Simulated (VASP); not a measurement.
## Ge: single point with PBEsol

Ge, a slab with vacuum:

```
CELL_PARAMETERS angstrom
4.01328 0.00000 0.00000
-2.00664 3.47560 0.00000
0.00000 0.00000 20.09600
ATOMIC_POSITIONS crystal
Ge 0.16667 0.33333 0.39752
Ge 0.50000 0.00000 0.43496
Ge 0.50000 0.00000 0.56504
Ge 0.83333 0.66667 0.60248
```

```json
{
  "Program": "VASP 6.6.1",
  "Task": "single point",
  "Functional": "PBEsol",
  "Potentials or basis": "VASP PAW PBE potentials, release 64 (Ge_d)",
  "Cutoff": "520 eV",
  "k mesh": "9 × 9 × 1",
  "Occupations": "fermi-dirac, width 0.02 eV",
  "Spin": "no spin polarisation",
  "Dipole correction": "yes",
  "Electric field (eV/Å)": "-0.1 eV/Å",
  "Further INCAR settings": "ALGO = Normal; EDIFF = 1e-07; NBANDS = 36; EFIELD = -0.1"
}
```

```
Largest force          : 0.021 eV/Å
Band gap on the k mesh : zero (bands 28 and 29 overlap by 0.03 eV)
```

Forces in eV/Å, atoms in the order of the input:
```
Ge   0.000  0.000  0.004
Ge   0.000  0.000 -0.006
Ge   0.000  0.000  0.021
Ge   0.000  0.000 -0.019
```

Levels at points of the mesh, in eV from the Fermi level:
| k point | band 25 | band 26 | band 27 | band 28 | band 29 | band 30 | band 31 | band 32 |
| --- | --- | --- | --- | --- | --- | --- | --- | --- |
| (0.00, 0.00, 0.00) | -0.56 | -0.56 | 0.01 | 0.01 | 0.62 | 1.12 | 1.88 | 3.75 |

Wall time 6.5 min on 1 thread of Intel Xeon 8259CL, with other jobs on the host, peak memory 0.39 GiB.

Caveat: the PAW data sets were made with another functional, which shifts forces and pressure a little.
